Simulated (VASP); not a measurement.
The system is Cs2H.

```
Cs H
1.0
     5.54720    0.00000    0.00000
    -2.77360    4.80402    0.00000
     0.00000    0.00000    4.52300
Cs H
2 1
Direct
  0.33333 0.66667 0.50000
  0.66667 0.33333 0.50000
  0.00000 0.00000 0.50000
```

The cell was built from a structure type or drawn by symmetry, and may not be a known phase.

| Quantity | Value |
| --- | --- |
| Program | VASP 6.6.1 |
| Task | relaxation of cell and atoms |
| Functional | PBE |
| Potentials or basis | VASP PAW PBE potentials, release 64 (Cs_sv, H) |
| Cutoff | 600 eV |
| k mesh | 6 × 6 × 4 |
| Occupations | gaussian, width 0.1 eV |
| Spin | no spin polarisation |

At the start: pressure 4.0 GPa; volume 40.18 Å³/atom.

**Question.** How do energy, volume and symmetry change on relaxing?

**Answer.** Over 9 steps the energy falls by 183.7 meV/atom and the volume is 64.78 Å³/atom (+61.2 %); space group P6/mmm (No. 191, to 0.1 Å) before and after.

The path:
```
step  energy change (eV)  largest force (eV/Å)  pressure (GPa)  volume (Å³)
   1              0.0000                0.0000            4.05       120.53
   2             -0.3657                0.0000            1.34       138.97
   3             -0.4315                0.0000            0.70       148.88
   4             -0.4437                0.0000            0.08       169.84
   5             -0.4523                0.0000            0.23       162.39
   6             -0.4526                0.0000            0.28       160.32
   7             -0.4699                0.0000            0.26       163.68
   8             -0.5134                0.0000            0.26       173.80
   9             -0.5512                0.0000            0.01       194.35
```

Final structure:
```cif
data_structure
_symmetry_space_group_name_H-M 'P 1'
_symmetry_Int_Tables_number 1
_cell_length_a 6.3964
_cell_length_b 6.3964
_cell_length_c 5.4852
_cell_angle_alpha 90.000
_cell_angle_beta 90.000
_cell_angle_gamma 120.000
_cell_volume 194.35
loop_
_atom_site_label
_atom_site_type_symbol
_atom_site_fract_x
_atom_site_fract_y
_atom_site_fract_z
_atom_site_occupancy
Cs1 Cs 0.33333 0.66667 0.50000 1
Cs2 Cs 0.66667 0.33333 0.50000 1
H1 H 0.00000 0.00000 0.50000 1
```

Caveat: the volume moved by over 15 % at a fixed basis, so the end points are rough.
